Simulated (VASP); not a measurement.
RbBr, 4 atoms in the cell. It takes space group P6_3/mmc (No. 194, hexagonal). The conventional cell has a = 5.942 Å, b = 5.942 Å, c = 6.957 Å, α = 90.00°, β = 90.00°, γ = 120.00°. Rb (site symmetry -6m2) has 5 Br at 3.43 to 3.48 Å within 4.5 Å. Within 4.5 Å of Br (site symmetry -6m2) lie 5 Rb at 3.43 to 3.48 Å. 

* Program: VASP 6.6.1
* Task: electric field gradients
* Functional: PBE
* Potentials or basis: VASP PAW PBE potentials, release 64 (Rb_sv, Br)
* Cutoff: 520 eV
* k mesh: 10 × 10 × 6
* Occupations: fermi-dirac, width 0.05 eV
* Spin: no spin polarisation
* Dipole correction: no
* Further INCAR settings: ALGO = Normal; EDIFF = 1e-08; NBANDS = 24

Potentials or basis: VASP PAW PBE potentials, release 64 (Rb_sv, Br).

Launch:

```bash
$ cat potpaw_PBE.64/Rb_sv/POTCAR potpaw_PBE.64/Br/POTCAR > POTCAR
$ mpirun -np 1 vasp_std > vasp.out
```

Hardware: 1 thread of Intel(R) Xeon(R) Platinum 8559C (Emerald Rapids) (shared host).

Task: Estimate the wall time of this run.

Result: Run time: 4.2 min on 1 thread of Intel(R) Xeon(R) Platinum 8559C (Emerald Rapids), on a shared host, peak memory 0.5 GiB. Counts: scf iterations 18, k points 56.
